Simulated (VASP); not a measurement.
# Na7Cl8 (a cell with a defect) in VASP: further runs

Na7Cl8 (a cell with a defect) is run at these levels: PBE; tasks: single point.

Program: VASP 6.6.1. These are calculated values, not measurements. Logs are shortened: lines on timing, memory, paths and dates and some standing lists are left out, and cuts for length are marked.

**1. The cell of the first run**

The cell holds a defect, 15 atoms: a = 8.055 Å, b = 8.055 Å, c = 8.055 Å, α = 60.00°, β = 60.00°, γ = 60.00°.

**2. Single point, PBE**

The input, INCAR:

```
SYSTEM = Na7Cl8
ALGO = Normal
EDIFF = 1E-6
ENCUT = 520
GGA = PE
ISIF = 2
ISMEAR = 0
LASPH = .TRUE.
LCHARG = .TRUE.
LELF = .TRUE.
LREAL = Auto
LVHAR = .TRUE.
LWAVE = .FALSE.
NBANDS = 66
NELECT = 106.0
NELM = 60
PREC = Accurate
SIGMA = 0.05
```

The input, KPOINTS:

```
k-points
0
G
  4 4 4
  0 0 0
```

The input, POSCAR:

```
Na7Cl8
1.0
   -5.6955747870      0.0000000000      5.6955747870
   -5.6955747870     -5.6955747870      0.0000000000
    0.0000000000     -5.6955747870      5.6955747870
Na Cl
7 8
Direct
    0.0000000000     -0.1159322851      0.4999999309
   -0.0075074073      0.4929509496      0.0266171555
    0.0075074073      0.0120607669     -0.0266171555
    0.5266171742      0.4929508619      0.4924926114
    0.4733828632      0.0120606791      0.5075074260
    0.4999999309      0.4816909799      0.0000000000
    0.4999999309      0.0139441589      0.0000000000
    0.2851201258      0.7445113371      0.2148798051
    0.2544544764      0.2459454142      0.2455454546
    0.2405265581      0.7470613870      0.7405266646
    0.2514533745      0.2631387623      0.7514534810
    0.7485464873      0.7660456869      0.2485465564
    0.7594733915      0.2281145536      0.2594734606
    0.7148798238      0.7445114248      0.7851201445
    0.7455454732      0.2459453264      0.7544544951
```

Potentials or basis: VASP PAW PBE potentials, release 64 (Na_pv, Cl).

Launch:

```console
cat potpaw_PBE.64/Na_pv/POTCAR potpaw_PBE.64/Cl/POTCAR > POTCAR
mpirun -np 1 vasp_std > vasp.out
```

OUTCAR:

```text
SYSTEM = Na7Cl8
   EDIFF = 1E-6
   ENCUT = 520
   GGA = PE
   ISIF = 2
   ISMEAR = 0
   LASPH = .TRUE.
   LREAL = Auto
   NELECT = 106.0
   NELM = 60
   PREC = Accurate

 ion  position               nearest neighbor table
   1  0.000  0.884  0.500-   8 2.56  14 2.56
   2  0.992  0.493  0.027-
   3  0.008  0.012  0.973-
   4  0.527  0.493  0.492-
   5  0.473  0.012  0.508-
   6  0.500  0.482  0.000-
   7  0.500  0.014  0.000-   9 2.72  15 2.72
   8  0.285  0.745  0.215-   1 2.56
   9  0.254  0.246  0.246-   7 2.72
  10  0.241  0.747  0.741-
  11  0.251  0.263  0.751-
  12  0.749  0.766  0.249-
  13  0.759  0.228  0.259-
  14  0.715  0.745  0.785-   1 2.56
  15  0.746  0.246  0.754-   7 2.72

  LATTYP: Found a face centered cubic cell.
 ALAT       =    11.3911495740

  Lattice vectors:

 A1 = (  -5.6955747870,   0.0000000000,   5.6955747870)
 A2 = (  -5.6955747870,  -5.6955747870,   0.0000000000)
 A3 = (   0.0000000000,  -5.6955747870,   5.6955747870)

Analysis of symmetry for initial positions (statically):
=====================================================================
 Subroutine PRICEL returns:
 Original cell was already a primitive cell.

 Routine SETGRP: Setting up the symmetry group for a
 face centered cubic supercell.

 Subroutine GETGRP returns: Found  4 space group operations
 (whereof  1 operations were pure point group operations)
 out of a pool of 48 trial point group operations.

The static configuration has the point symmetry C_1 .
 The point group associated with its full space group is C_2v.

Analysis of symmetry for dynamics (positions and initial velocities):
=====================================================================
 Subroutine PRICEL returns:
 Original cell was already a primitive cell.

 Routine SETGRP: Setting up the symmetry group for a
 face centered cubic supercell.

 Subroutine GETGRP returns: Found  4 space group operations
 (whereof  1 operations were pure point group operations)
 out of a pool of 48 trial point group operations.

The dynamic configuration has the point symmetry C_1 .
 The point group associated with its full space group is C_2v.

 Subroutine INISYM returns: Found  4 space group operations
 (whereof  1 operations are pure point group operations),
 and found     1 'primitive' translations

----------------------------------------------------------------------------------------

                                     Primitive cell

  volume of cell :     369.5240

  direct lattice vectors                    reciprocal lattice vectors
    -5.695574787  0.000000000  5.695574787    -0.087787452  0.087787452  0.087787452
    -5.695574787 -5.695574787  0.000000000    -0.087787452 -0.087787452 -0.087787452
     0.000000000 -5.695574787  5.695574787     0.087787452 -0.087787452  0.087787452

  length of vectors
     8.054759109  8.054759109  8.054759109     0.152052328  0.152052328  0.152052328

  position of ions in fractional coordinates (direct lattice)
     0.000000000  0.884067715  0.499999931
     0.992492593  0.492950950  0.026617155
     0.007507407  0.012060767  0.973382845
     0.526617174  0.492950862  0.492492611
     0.473382863  0.012060679  0.507507426
     0.499999931  0.481690980  0.000000000
     0.499999931  0.013944159  0.000000000
     0.285120126  0.744511337  0.214879805
     0.254454476  0.245945414  0.245545455
     0.240526558  0.747061387  0.740526665
     0.251453375  0.263138762  0.751453481
     0.748546487  0.766045687  0.248546556
     0.759473392  0.228114554  0.259473461
     0.714879824  0.744511425  0.785120144
     0.745545473  0.245945326  0.754454495

  ion indices of the primitive-cell ions
   primitive index   ion index
                 1           1
                 2           2
                 3           3
                 4           4
                 5           5
                 6           6
                 7           7
                 8           8
                 9           9
                10          10
                11          11
                12          12
                13          13
                14          14
                15          15

----------------------------------------------------------------------------------------

 KPOINTS: k-points

Automatic generation of k-mesh.
 Grid dimensions read from file:
 generate k-points for:    4    4    4

 Generating k-lattice:

  Cartesian coordinates                     Fractional coordinates (reciprocal lattice)
    -0.021946863  0.021946863  0.021946863     0.250000000  0.000000000  0.000000000
    -0.021946863 -0.021946863 -0.021946863     0.000000000  0.250000000  0.000000000
     0.021946863 -0.021946863  0.021946863     0.000000000  0.000000000  0.250000000

  Length of vectors
     0.038013082  0.038013082  0.038013082

  Shift w.r.t. Gamma in fractional coordinates (k-lattice)
     0.000000000  0.000000000  0.000000000

 Subroutine IBZKPT returns following result:
 ===========================================

 Found     18 irreducible k-points:

 Following reciprocal coordinates:
            Coordinates               Weight
  0.000000  0.000000  0.000000      1.000000
  0.250000  0.000000  0.000000      4.000000
  0.000000  0.250000  0.000000      4.000000
  0.500000  0.000000  0.000000      2.000000
  0.000000  0.500000  0.000000      2.000000
  0.250000  0.250000  0.000000      4.000000
[... 10 lines left out ...]
 -0.250000  0.500000  0.250000      2.000000
  0.250000 -0.250000  0.500000      4.000000
   k-points           NKPTS =     18   k-points in BZ     NKDIM =     18   number of bands    NBANDS=     66
   number of dos      NEDOS =    301   number of ions     NIONS =     15
   total plane-waves  NPLWV = 216000
   dimension x,y,z NGX =    60 NGY =   60 NGZ =   60
   dimension x,y,z NGXF=   120 NGYF=  120 NGZF=  120
   ions per type =               7   8
   NGX,Y,Z   is equivalent  to a cutoff of  12.38, 12.38, 12.38 a.u.
   NGXF,Y,Z  is equivalent  to a cutoff of  24.77, 24.77, 24.77 a.u.
 SYSTEM =  Na7Cl8
   PREC   = accura    normal or accurate (medium, high low for compatibility)
   ISTART =      0    job   : 0-new  1-cont  2-samecut
   ICHARG =      2    charge: 1-file 2-atom 10-const
   ISPIN  =      1    spin polarized calculation?
   LNONCOLLINEAR =      F non collinear calculations
   LSORBIT =      F    spin-orbit coupling
   LASPH  =      T    aspherical Exc in radial PAW
   ENCUT  =  520.0 eV  38.22 Ry    6.18 a.u.  14.98 14.98 14.98*2*pi/ulx,y,z
   NELM   =     60;   NELMIN=  2; NELMDL= -5     # of ELM steps
   EDIFF  = 0.1E-05   stopping-criterion for ELM
   LREAL  =      T    real-space projection
   EDIFFG = 0.1E-04   stopping-criterion for IOM
   NSW    =      0    number of steps for IOM
   IBRION =     -1    ionic relax: 0-MD 1-quasi-New 2-CG
   NFREE  =      0    steps in history (QN), initial steepest desc. (CG)
   ISIF   =      2    stress and relaxation
   ISYM   =      2    0-nonsym 1-usesym 2-fastsym
   POTIM  = 0.5000    time-step for ionic-motion
   TEBEG  =    0.0;   TEEND  =   0.0 temperature during run
   PSTRESS=    0.0 pullay stress
   NELECT =     106.0000    total number of electrons
   NUPDOWN=      -1.0000    fix difference up-down
   EMIN   =  10.00;   EMAX   =-10.00  energy-range for DOS
   EFERMI =   0.00;   METHOD = LEGACY
   ISMEAR =     0;   SIGMA  =   0.05  broadening in eV -4-tet -1-fermi 0-gaus
   EFERMI_NEDOS =   21; number of points for ismear=-14 and -15
   IALGO  =     38    algorithm
   IMIX   =      4    mixing-type and parameters
     AMIX     =   0.40;   BMIX     =  1.00
     AMIX_MAG =   1.60;   BMIX_MAG =  1.00
  volume/ion in A,a.u.               =      24.63       166.24
  Fermi-wavevector in a.u.,A,eV,Ry     =   1.079682  2.040303 15.860494  1.165713
  Thomas-Fermi vector in A             =   2.215653
   LORBIT       =      0    0 simple, 1 ext, 2 COOP (PROOUT), +10 PAW based schemes
   GGA     = PE    functional components
   LHFCALC =     F    Hartree Fock is set to
   AEXX    =    0.0000 exact exchange contribution
   IVDW    =     0    specifies the selected vdW correction
   LEPSILON=     F    determine dielectric tensor
   LRPA    =     F    only Hartree local field effects (RPA)
 non-spin polarized calculation
 Gauss-broadening in eV      SIGMA  =   0.05
  energy-cutoff  :      520.00
  volume of cell :      369.52
 maximum number of plane-waves:      9977
   NGX = 29   NGY = 29   NGZ = 29

 number of electron     105.9999984 magnetization

 Free energy of the ion-electron system (eV)
  ---------------------------------------------------
  ext. energy  EPLUGINS =         0.00000000
  ---------------------------------------------------
  free energy    TOTEN  =       -48.87984151 eV

  energy without entropy =      -48.87984151  energy(sigma->0) =      -48.87984151

 E-fermi :  -0.7581     XC(G=0):  -7.8601

 val. band max:       -0.9863028169   @ k =   0.0000   0.0000   0.0000
 cond. band min:       3.8174710926   @ k =   0.0000   0.0000   0.0000
 fundamental gap:      4.8037739095
 Fermi energy:        -0.7581179663

 k-point     1 :       0.0000    0.0000    0.0000
  band No.  band energies     occupation
      1     -22.4513      2.00000
      2     -22.4507      2.00000
      3     -22.4331      2.00000
      4     -22.4090      2.00000
      5     -22.4032      2.00000
      6     -22.3992      2.00000
[... 57 lines left out ...]
     64       7.0686      0.00000
     65       8.8684      0.00000

 k-point     2 :       0.2500    0.0000    0.0000
  band No.  band energies     occupation
      1     -22.4510      2.00000
      2     -22.4506      2.00000
      3     -22.4330      2.00000
      4     -22.4079      2.00000
      5     -22.4028      2.00000
      6     -22.3995      2.00000
[... 57 lines left out ...]
     64       7.4246      0.00000
     65       8.4504      0.00000

 k-point     3 :       0.0000    0.2500    0.0000
  band No.  band energies     occupation
      1     -22.4510      2.00000
      2     -22.4506      2.00000
      3     -22.4330      2.00000
      4     -22.4082      2.00000
      5     -22.4041      2.00000
      6     -22.3983      2.00000
[... 1009 lines left out ...]
     64       7.9207      0.00000
     65       7.9879      0.00000

 k-point    18 :       0.2500   -0.2500    0.5000
  band No.  band energies     occupation
      1     -22.4505      2.00000
      2     -22.4503      2.00000
      3     -22.4328      2.00000
      4     -22.4076      2.00000
      5     -22.4033      2.00000
      6     -22.3987      2.00000
[... 57 lines left out ...]
     64       7.9463      0.00000
     65       8.1272      0.00000
 [bands above 65 left out]

------------------------ aborting loop because EDIFF is reached ----------------------------------------

  FORCE on cell =-STRESS in cart. coord.  units (eV):
  Direction    XX          YY          ZZ          XY          YZ          ZX
  --------------------------------------------------------------------------------------
  -------------------------------------------------------------------------------------
  Total        6.9544533      6.9544533      4.8383065     -1.0918713      0.0000000      0.0000000
  in kB       30.1530261     30.1530261     20.9778651     -4.7341209      0.0000000      0.0000000
  external PRESSURE =      27.0946391 kB  Pullay stress =       0.0000000 kB

 VOLUME and BASIS-vectors are now :
 -----------------------------------------------------------------------------
  energy-cutoff  :      520.00
  volume of cell :      369.52
      direct lattice vectors                 reciprocal lattice vectors
    -5.695574787  0.000000000  5.695574787    -0.087787452  0.087787452  0.087787452
    -5.695574787 -5.695574787  0.000000000    -0.087787452 -0.087787452 -0.087787452
     0.000000000 -5.695574787  5.695574787     0.087787452 -0.087787452  0.087787452

 POSITION                                       TOTAL-FORCE (eV/Angst)
 -----------------------------------------------------------------------------------
     -5.03527     -7.88306      2.84779        -0.317704     -0.317704      0.000000
     -8.46045     -2.95924      5.80442        -0.015288      0.035476     -0.033533
     -0.11145     -5.61267      5.58673         0.035476     -0.015288      0.033533
     -5.80703     -5.61267      5.80442         0.035476     -0.015288     -0.033533
     -2.76488     -2.95924      5.58673        -0.015288      0.035476      0.033533
     -5.59129     -2.74351      2.84779         0.014046      0.014046      0.000000
     -2.92721     -0.07942      2.84779         0.050682      0.050682      0.000000
     -5.86434     -5.46428      2.84779         0.067905     -0.007543      0.000000
     -2.85007     -2.79932      2.84779         0.045808      0.024377      0.000000
     -5.62488     -8.47267      5.58766        -0.010054     -0.010054      0.002060
     -2.93090     -5.77869      5.71213         0.051081      0.051081      0.039449
     -8.62647     -5.77869      5.67902         0.051081      0.051081     -0.039449
     -5.62488     -2.77709      5.80349        -0.010054     -0.010054     -0.002060
     -8.31207     -8.71213      8.54336        -0.007543      0.067905      0.000000
     -5.64711     -5.69785      8.54336         0.024377      0.045808      0.000000
 -----------------------------------------------------------------------------------
    total drift:                               -0.003500     -0.000721      0.002860

  FREE ENERGIE OF THE ION-ELECTRON SYSTEM (eV)
  ---------------------------------------------------
  free  energy   TOTEN  =       -48.8798415053 eV

  energy  without entropy=      -48.8798415053  energy(sigma->0) =      -48.87984151
```

It took 6.5 min on 1 thread of Intel Xeon 6975P-C (Granite Rapids), shared host; peak memory 0.61 GiB.

Results:

| Item | Value |
| --- | --- |
| Free energy | -48.8798 eV |
| Largest force | 0.449 eV/Å |

Forces in eV/Å, atoms in the order of the input:
```
Na  -0.318 -0.318  0.000
Na  -0.015  0.035 -0.034
Na   0.035 -0.015  0.034
Na   0.035 -0.015 -0.034
Na  -0.015  0.035  0.034
Na   0.014  0.014  0.000
Na   0.051  0.051  0.000
Cl   0.068 -0.008  0.000
Cl   0.046  0.024  0.000
Cl  -0.010 -0.010  0.002
Cl   0.051  0.051  0.039
Cl   0.051  0.051 -0.039
Cl  -0.010 -0.010 -0.002
Cl  -0.008  0.068  0.000
Cl   0.024  0.046  0.000
```

Levels at points of the mesh, in eV from the Fermi level:
```
           k point  band 50  band 51  band 52  band 53  band 54  band 55  band 56  band 57
(0.00, 0.00, 0.00)    -0.37    -0.32    -0.28    -0.23     4.58     6.64     6.78     6.82
(0.50, 0.00, 0.00)    -0.45    -0.38    -0.37    -0.34     6.00     6.01     7.48     7.50
(0.00, 0.50, 0.00)    -0.46    -0.45    -0.35    -0.27     5.94     6.11     7.48     7.52
(0.50, 0.50, 0.00)    -0.59    -0.50    -0.48    -0.31     6.34     6.61     7.45     7.68
(0.50, 0.00, 0.50)    -0.59    -0.52    -0.42    -0.30     6.31     6.69     7.38     7.61
```

Caveat: the cell carries a net charge on a neutralising background, which shifts energy and pressure; the cell is charged against a uniform background, so pressure and absolute levels hang on convention.

(Continued in part 2 of 2.)
